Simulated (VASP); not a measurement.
# CaF2 (Fm-3m) in VASP: further runs

CaF2 is run at these levels: revPBE, BLYP, RPBE; tasks: single point.

All numbers are computed with VASP 6.6.1; they aren't measurements. Logs are shortened: lines on timing, memory, paths and dates and some standing lists are left out, and cuts for length are marked.

### 1 The cell of the first run

It takes space group Fm-3m (No. 225, cubic). Conventional cell: a = 5.462 Å, b = 5.462 Å, c = 5.462 Å, α = 90.00°, β = 90.00°, γ = 90.00°. Within 3.1 Å of Ca (site symmetry m-3m) lie 8 F at 2.37 Å. Within 3.1 Å of F (site symmetry -43m) lie 4 Ca at 2.37 Å and 6 F at 2.73 Å.

### 2 Single point, revPBE

File INCAR:

```
PREC     = Accurate       # precision mode
ENCUT    = 600            # plane-wave cutoff, eV
EDIFF    = 1E-6           # SCF threshold, eV
ISMEAR   = 0              # smearing method
SIGMA    = 0.01           # smearing width, eV
LREAL    = False          # projectors in reciprocal space
LASPH    = True           # aspherical terms in the spheres
NELM     = 120            # most SCF steps
ALGO     = Normal         # electronic algorithm
ISIF     = 2              # what is computed and relaxed
LWAVE    = False          # write WAVECAR
LCHARG   = False          # write CHGCAR
GGA      = RE             # functional
NBANDS   = 19             # bands
GGA_COMPAT= False
```

File KPOINTS:

```
regular mesh
0
Gamma
  8 8 8
```

File POSCAR:

```
CaF2
1.0
    0.0000000000      2.7310000000      2.7310000000
    2.7310000000      0.0000000000      2.7310000000
    2.7310000000      2.7310000000      0.0000000000
Ca F
1 2
Direct
    0.0000000000      0.0000000000      0.0000000000
    0.2500000000      0.2500000000      0.2500000000
    0.7500000000      0.7500000000      0.7500000000
```

Potentials or basis: VASP PAW PBE potentials, release 64 (Ca_sv, F).

Run with:

```bash
> cat potpaw_PBE.64/Ca_sv/POTCAR potpaw_PBE.64/F/POTCAR > POTCAR
> mpirun -np 1 vasp_std > vasp.out
```

OUTCAR:

```text
PREC = Accurate
   ENCUT = 600
   EDIFF = 1E-6
   ISMEAR = 0
   LREAL = False
   LASPH = True
   NELM = 120
   ISIF = 2
   GGA = RE

 ion  position               nearest neighbor table
   1  0.000  0.000  0.000-   3 2.37   3 2.37   3 2.37   2 2.37   3 2.37   2 2.37   2 2.37   2 2.37

   2  0.250  0.250  0.250-   1 2.37   1 2.37   1 2.37   1 2.37
   3  0.750  0.750  0.750-   1 2.37   1 2.37   1 2.37   1 2.37

  LATTYP: Found a face centered cubic cell.
 ALAT       =     5.4620000000

  Lattice vectors:

 A1 = (   0.0000000000,   2.7310000000,   2.7310000000)
 A2 = (   2.7310000000,   0.0000000000,   2.7310000000)
 A3 = (   2.7310000000,   2.7310000000,   0.0000000000)

Analysis of symmetry for initial positions (statically):
=====================================================================
 Subroutine PRICEL returns:
 Original cell was already a primitive cell.

 Routine SETGRP: Setting up the symmetry group for a
 face centered cubic supercell.

 Subroutine GETGRP returns: Found 48 space group operations
 (whereof 48 operations were pure point group operations)
 out of a pool of 48 trial point group operations.

The static configuration has the point symmetry O_h .

Analysis of symmetry for dynamics (positions and initial velocities):
=====================================================================
 Subroutine PRICEL returns:
 Original cell was already a primitive cell.

 Routine SETGRP: Setting up the symmetry group for a
 face centered cubic supercell.

 Subroutine GETGRP returns: Found 48 space group operations
 (whereof 48 operations were pure point group operations)
 out of a pool of 48 trial point group operations.

The dynamic configuration has the point symmetry O_h .

 Subroutine INISYM returns: Found 48 space group operations
 (whereof 48 operations are pure point group operations),
 and found     1 'primitive' translations

----------------------------------------------------------------------------------------

                                     Primitive cell

  volume of cell :      40.7376

  direct lattice vectors                    reciprocal lattice vectors
     0.000000000  2.731000000  2.731000000    -0.183083120  0.183083120  0.183083120
     2.731000000  0.000000000  2.731000000     0.183083120 -0.183083120  0.183083120
     2.731000000  2.731000000  0.000000000     0.183083120  0.183083120 -0.183083120

  length of vectors
[... 83 lines left out ...]
   NELM   =    120;   NELMIN=  2; NELMDL= -5     # of ELM steps
   EDIFF  = 0.1E-05   stopping-criterion for ELM
   LREAL  =      F    real-space projection
   EDIFFG = 0.1E-04   stopping-criterion for IOM
   NSW    =      0    number of steps for IOM
   IBRION =     -1    ionic relax: 0-MD 1-quasi-New 2-CG
   NFREE  =      0    steps in history (QN), initial steepest desc. (CG)
   ISIF   =      2    stress and relaxation
   ISYM   =      2    0-nonsym 1-usesym 2-fastsym
   POTIM  = 0.5000    time-step for ionic-motion
   TEBEG  =    0.0;   TEEND  =   0.0 temperature during run
   PSTRESS=    0.0 pullay stress
   NELECT =      24.0000    total number of electrons
   NUPDOWN=      -1.0000    fix difference up-down
   EMIN   =  10.00;   EMAX   =-10.00  energy-range for DOS
   EFERMI =   0.00;   METHOD = LEGACY
   ISMEAR =     0;   SIGMA  =   0.01  broadening in eV -4-tet -1-fermi 0-gaus
   EFERMI_NEDOS =   21; number of points for ismear=-14 and -15
   IALGO  =     38    algorithm
   IMIX   =      4    mixing-type and parameters
     AMIX     =   0.40;   BMIX     =  1.00
     AMIX_MAG =   1.60;   BMIX_MAG =  1.00
  volume/ion in A,a.u.               =      13.58        91.64
  Fermi-wavevector in a.u.,A,eV,Ry     =   1.372398  2.593457 25.626266  1.883477
  Thomas-Fermi vector in A             =   2.498009
   LORBIT       =      0    0 simple, 1 ext, 2 COOP (PROOUT), +10 PAW based schemes
   GGA     = RE    functional components
   LHFCALC =     F    Hartree Fock is set to
   AEXX    =    0.0000 exact exchange contribution
   IVDW    =     0    specifies the selected vdW correction
   LEPSILON=     F    determine dielectric tensor
   LRPA    =     F    only Hartree local field effects (RPA)
 non-spin polarized calculation
 Gauss-broadening in eV      SIGMA  =   0.01
  energy-cutoff  :      600.00
  volume of cell :       40.74
 maximum number of plane-waves:      1380
   NGX = 15   NGY = 15   NGZ = 15

 number of electron      23.9999989 magnetization

 Free energy of the ion-electron system (eV)
  ---------------------------------------------------
  ext. energy  EPLUGINS =         0.00000000
  ---------------------------------------------------
  free energy    TOTEN  =       -16.51612259 eV

  energy without entropy =      -16.51612259  energy(sigma->0) =      -16.51612259

 E-fermi :  -0.6393     XC(G=0):  -9.2968

 val. band max:       -0.8165604262   @ k =   0.5000   0.5000   0.0000
 cond. band min:       6.7458565553   @ k =   0.0000   0.0000   0.0000
 fundamental gap:      7.5624169815
 Fermi energy:        -0.6392932826

 k-point     1 :       0.0000    0.0000    0.0000
  band No.  band energies     occupation
      1     -36.9735      2.00000
      2     -20.8314      2.00000
      3     -20.0728      2.00000
      4     -17.8659      2.00000
      5     -17.8659      2.00000
      6     -17.8659      2.00000
[... 505 lines left out ...]
      6     -17.4645      2.00000
[... 11 lines left out ...]
     18      11.9230      0.00000
     19      13.5713      0.00000

 [... further k-points ...]

------------------------ aborting loop because EDIFF is reached ----------------------------------------

  FORCE on cell =-STRESS in cart. coord.  units (eV):
  Direction    XX          YY          ZZ          XY          YZ          ZX
  --------------------------------------------------------------------------------------
  -------------------------------------------------------------------------------------
  Total        1.4330408      1.4330408      1.4330408      0.0000000      0.0000000      0.0000000
  in kB       56.3603969     56.3603969     56.3603969      0.0000000      0.0000000      0.0000000
  external PRESSURE =      56.3603969 kB  Pullay stress =       0.0000000 kB

 VOLUME and BASIS-vectors are now :
 -----------------------------------------------------------------------------
  energy-cutoff  :      600.00
  volume of cell :       40.74
      direct lattice vectors                 reciprocal lattice vectors
     0.000000000  2.731000000  2.731000000    -0.183083120  0.183083120  0.183083120
     2.731000000  0.000000000  2.731000000     0.183083120 -0.183083120  0.183083120
     2.731000000  2.731000000  0.000000000     0.183083120  0.183083120 -0.183083120

 POSITION                                       TOTAL-FORCE (eV/Angst)
 -----------------------------------------------------------------------------------
      0.00000      0.00000      0.00000        -0.000000     -0.000000     -0.000000
      1.36550      1.36550      1.36550        -0.000000     -0.000000     -0.000000
      4.09650      4.09650      4.09650         0.000000      0.000000      0.000000
 -----------------------------------------------------------------------------------
    total drift:                                0.000000     -0.000000      0.000000

  FREE ENERGIE OF THE ION-ELECTRON SYSTEM (eV)
  ---------------------------------------------------
  free  energy   TOTEN  =       -16.5161225902 eV

  energy  without entropy=      -16.5161225902  energy(sigma->0) =      -16.51612259
```

OSZICAR:

```text
N       E                     dE             d eps       ncg     rms          rms(c)
DAV:   1     0.228819648488E+03    0.22882E+03   -0.14676E+04  1102   0.143E+03
DAV:   2    -0.529294497689E+01   -0.23411E+03   -0.22641E+03  1315   0.368E+02
DAV:   3    -0.173585318036E+02   -0.12066E+02   -0.12006E+02  1266   0.885E+01
DAV:   4    -0.177839490342E+02   -0.42542E+00   -0.42414E+00  1741   0.127E+01
DAV:   5    -0.177870153141E+02   -0.30663E-02   -0.30661E-02  1245   0.121E+00    0.812E+00
DAV:   6    -0.164442779439E+02    0.13427E+01   -0.55776E+00  1183   0.163E+01    0.302E+00
DAV:   7    -0.164643818038E+02   -0.20104E-01   -0.11677E-01  1281   0.341E+00    0.176E+00
DAV:   8    -0.165102338894E+02   -0.45852E-01   -0.58846E-02  1165   0.248E+00    0.241E-01
DAV:   9    -0.165145240454E+02   -0.42902E-02   -0.10170E-02  1303   0.743E-01    0.145E-01
DAV:  10    -0.165160738985E+02   -0.15499E-02   -0.30199E-03  1142   0.426E-01    0.298E-02
DAV:  11    -0.165161083960E+02   -0.34497E-04   -0.17621E-04  1270   0.109E-01    0.125E-02
DAV:  12    -0.165161218403E+02   -0.13444E-04   -0.25257E-05  1286   0.486E-02    0.361E-03
DAV:  13    -0.165161225902E+02   -0.74984E-06   -0.68845E-06  1273   0.224E-02
   1 F= -.16516123E+02 E0= -.16516123E+02  d E =-.111723-140
```

Wall time 28 s (1 thread of AMD EPYC 7R43 (Zen 3), shared host); peak memory 0.15 GiB.

Results:

* Free energy: -16.5161 eV
* Pressure: 5.6 GPa
* Band gap on the k mesh: 7.56 eV (least direct gap 7.82 eV)

Levels at points of the mesh, in eV from the valence-band top:
```
           k point  band 8  band 9  band 10  band 11  band 12  band 13  band 14  band 15  band 16  band 17
(0.00, 0.00, 0.00)   -2.09   -2.09    -0.25    -0.25    -0.25     7.56     9.23     9.23    11.23    11.23
(0.50, 0.00, 0.00)   -1.49   -1.27    -1.21    -0.83    -0.83     9.45     9.45     9.79    10.96    10.96
(0.50, 0.50, 0.00)   -1.63   -1.63    -0.36    -0.36     0.00     8.28     9.55    10.11    10.87    10.87
```

Caveat: the cell stands under pressure; the PAW data sets were made with another functional, which shifts forces and pressure a little. A k mesh can miss the band edges.

### 3 Single point, BLYP

File INCAR:

```
SYSTEM = CaF2
PREC = Accurate ; ENCUT = 600
EDIFF = 1E-6 ; ISMEAR = 0
SIGMA = 0.01 ; LREAL = .False.
LASPH = .True. ; NELM = 120
ALGO = Normal ; ISIF = 2
LWAVE = .False. ; LCHARG = .False.
GGA = B5 ; ALDAX = 1.0
AGGAX = 1.0 ; AGGAC = 1.0
ALDAC = 0.0 ; NBANDS = 19
GGA_COMPAT = .False.
```

File KPOINTS:

```
regular mesh
0
Gamma
  8 8 8
  0 0 0
```

POSCAR is that of step 2.

Potentials or basis: VASP PAW PBE potentials, release 64 (Ca_sv, F).

Run with:

```bash
> cat potpaw_PBE.64/Ca_sv/POTCAR potpaw_PBE.64/F/POTCAR > POTCAR
> mpirun -np 1 vasp_std > vasp.out
```

OUTCAR:

```text
SYSTEM = CaF2
   PREC = Accurate
   ENCUT = 600
   EDIFF = 1E-6
   ISMEAR = 0
   LREAL = .False.
   LASPH = .True.
   NELM = 120
   ISIF = 2
   GGA = B5

 ion  position               nearest neighbor table
   1  0.000  0.000  0.000-   3 2.37   3 2.37   3 2.37   2 2.37   3 2.37   2 2.37   2 2.37   2 2.37

   2  0.250  0.250  0.250-   1 2.37   1 2.37   1 2.37   1 2.37
   3  0.750  0.750  0.750-   1 2.37   1 2.37   1 2.37   1 2.37

  LATTYP: Found a face centered cubic cell.
 ALAT       =     5.4620000000

  Lattice vectors:

 A1 = (   0.0000000000,   2.7310000000,   2.7310000000)
 A2 = (   2.7310000000,   0.0000000000,   2.7310000000)
 A3 = (   2.7310000000,   2.7310000000,   0.0000000000)

Analysis of symmetry for initial positions (statically):
=====================================================================
 Subroutine PRICEL returns:
 Original cell was already a primitive cell.

 Routine SETGRP: Setting up the symmetry group for a
 face centered cubic supercell.

 Subroutine GETGRP returns: Found 48 space group operations
 (whereof 48 operations were pure point group operations)
 out of a pool of 48 trial point group operations.

The static configuration has the point symmetry O_h .

Analysis of symmetry for dynamics (positions and initial velocities):
=====================================================================
 Subroutine PRICEL returns:
 Original cell was already a primitive cell.

 Routine SETGRP: Setting up the symmetry group for a
 face centered cubic supercell.

 Subroutine GETGRP returns: Found 48 space group operations
 (whereof 48 operations were pure point group operations)
 out of a pool of 48 trial point group operations.

[... 109 lines left out ...]
   ISYM   =      2    0-nonsym 1-usesym 2-fastsym
   POTIM  = 0.5000    time-step for ionic-motion
   TEBEG  =    0.0;   TEEND  =   0.0 temperature during run
   PSTRESS=    0.0 pullay stress
   NELECT =      24.0000    total number of electrons
   NUPDOWN=      -1.0000    fix difference up-down
   EMIN   =  10.00;   EMAX   =-10.00  energy-range for DOS
   EFERMI =   0.00;   METHOD = LEGACY
   ISMEAR =     0;   SIGMA  =   0.01  broadening in eV -4-tet -1-fermi 0-gaus
   EFERMI_NEDOS =   21; number of points for ismear=-14 and -15
   IALGO  =     38    algorithm
   IMIX   =      4    mixing-type and parameters
     AMIX     =   0.40;   BMIX     =  1.00
     AMIX_MAG =   1.60;   BMIX_MAG =  1.00
  volume/ion in A,a.u.               =      13.58        91.64
  Fermi-wavevector in a.u.,A,eV,Ry     =   1.372398  2.593457 25.626266  1.883477
  Thomas-Fermi vector in A             =   2.498009
   LORBIT       =      0    0 simple, 1 ext, 2 COOP (PROOUT), +10 PAW based schemes
   GGA     = B5    functional components
   LHFCALC =     F    Hartree Fock is set to
   AEXX    =    0.0000 exact exchange contribution
   IVDW    =     0    specifies the selected vdW correction
   LEPSILON=     F    determine dielectric tensor
   LRPA    =     F    only Hartree local field effects (RPA)
 non-spin polarized calculation
 Gauss-broadening in eV      SIGMA  =   0.01
  energy-cutoff  :      600.00
  volume of cell :       40.74
 maximum number of plane-waves:      1380
   NGX = 15   NGY = 15   NGZ = 15

 number of electron      23.9999989 magnetization

 Free energy of the ion-electron system (eV)
  ---------------------------------------------------
  ext. energy  EPLUGINS =         0.00000000
  ---------------------------------------------------
  free energy    TOTEN  =       -16.98454834 eV

  energy without entropy =      -16.98454834  energy(sigma->0) =      -16.98454834

 E-fermi :  -0.6980     XC(G=0):  -9.4007

 val. band max:       -0.8038646309   @ k =   0.5000   0.5000   0.0000
 cond. band min:       6.5947245321   @ k =   0.0000   0.0000   0.0000
 fundamental gap:      7.3985891630
 Fermi energy:        -0.6980289262

 k-point     1 :       0.0000    0.0000    0.0000
  band No.  band energies     occupation
      1     -36.6748      2.00000
      2     -20.6045      2.00000
      3     -19.8284      2.00000
      4     -17.7121      2.00000
      5     -17.7121      2.00000
      6     -17.7121      2.00000
[... 505 lines left out ...]
      6     -17.2895      2.00000
[... 11 lines left out ...]
     18      11.7936      0.00000
     19      13.4247      0.00000

 [... further k-points ...]
[... 5 lines left out ...]
  --------------------------------------------------------------------------------------
  -------------------------------------------------------------------------------------
  Total        1.0897257      1.0897257      1.0897257     -0.0000000      0.0000000     -0.0000000
  in kB       42.8580762     42.8580762     42.8580762     -0.0000000      0.0000000     -0.0000000
  external PRESSURE =      42.8580762 kB  Pullay stress =       0.0000000 kB

 VOLUME and BASIS-vectors are now :
 -----------------------------------------------------------------------------
  energy-cutoff  :      600.00
  volume of cell :       40.74
      direct lattice vectors                 reciprocal lattice vectors
     0.000000000  2.731000000  2.731000000    -0.183083120  0.183083120  0.183083120
     2.731000000  0.000000000  2.731000000     0.183083120 -0.183083120  0.183083120
     2.731000000  2.731000000  0.000000000     0.183083120  0.183083120 -0.183083120

 POSITION                                       TOTAL-FORCE (eV/Angst)
 -----------------------------------------------------------------------------------
      0.00000      0.00000      0.00000        -0.000000     -0.000000     -0.000000
      1.36550      1.36550      1.36550         0.000000      0.000000      0.000000
      4.09650      4.09650      4.09650        -0.000000     -0.000000     -0.000000
 -----------------------------------------------------------------------------------
    total drift:                                0.000000     -0.000000      0.000000

  FREE ENERGIE OF THE ION-ELECTRON SYSTEM (eV)
  ---------------------------------------------------
  free  energy   TOTEN  =       -16.9845483353 eV

  energy  without entropy=      -16.9845483353  energy(sigma->0) =      -16.98454834
```

OSZICAR:

```text
N       E                     dE             d eps       ncg     rms          rms(c)
DAV:   1     0.228544673203E+03    0.22854E+03   -0.14695E+04  1102   0.143E+03
DAV:   2    -0.613395263280E+01   -0.23468E+03   -0.22699E+03  1312   0.368E+02
DAV:   3    -0.181736622083E+02   -0.12040E+02   -0.11979E+02  1274   0.884E+01
DAV:   4    -0.186059510895E+02   -0.43229E+00   -0.43093E+00  1728   0.128E+01
DAV:   5    -0.186088909644E+02   -0.29399E-02   -0.29397E-02  1220   0.126E+00    0.851E+00
DAV:   6    -0.170226323007E+02    0.15863E+01   -0.65619E+00  1180   0.174E+01    0.300E+00
DAV:   7    -0.169965787130E+02    0.26054E-01   -0.13716E-01  1277   0.362E+00    0.172E+00
DAV:   8    -0.169840484976E+02    0.12530E-01   -0.38423E-02  1125   0.211E+00    0.229E-01
DAV:   9    -0.169843793352E+02   -0.33084E-03   -0.55090E-03  1452   0.570E-01    0.109E-01
DAV:  10    -0.169845541300E+02   -0.17479E-03   -0.94772E-04  1156   0.246E-01    0.190E-02
DAV:  11    -0.169845557085E+02   -0.15785E-05   -0.11577E-04  1278   0.857E-02    0.190E-02
DAV:  12    -0.169845483644E+02    0.73442E-05   -0.27390E-05  1307   0.486E-02    0.191E-03
DAV:  13    -0.169845483353E+02    0.29040E-07   -0.20719E-06  1199   0.135E-02
   1 F= -.16984548E+02 E0= -.16984548E+02  d E =-.746618E-53
```

Wall time 41 s (1 thread of AMD EPYC 7R43 (Zen 3), shared host); peak memory 0.15 GiB.

What came out:

```yaml
Free_energy: -16.9845 eV
Pressure: 4.3 GPa
Band_gap_on_the_k_mesh: 7.40 eV (least direct gap 7.65 eV)
```

Caveat: the cell stands under pressure; the PAW data sets were made with another functional, which shifts forces and pressure a little. A k mesh can miss the band edges.

[end of part 1 of 2]
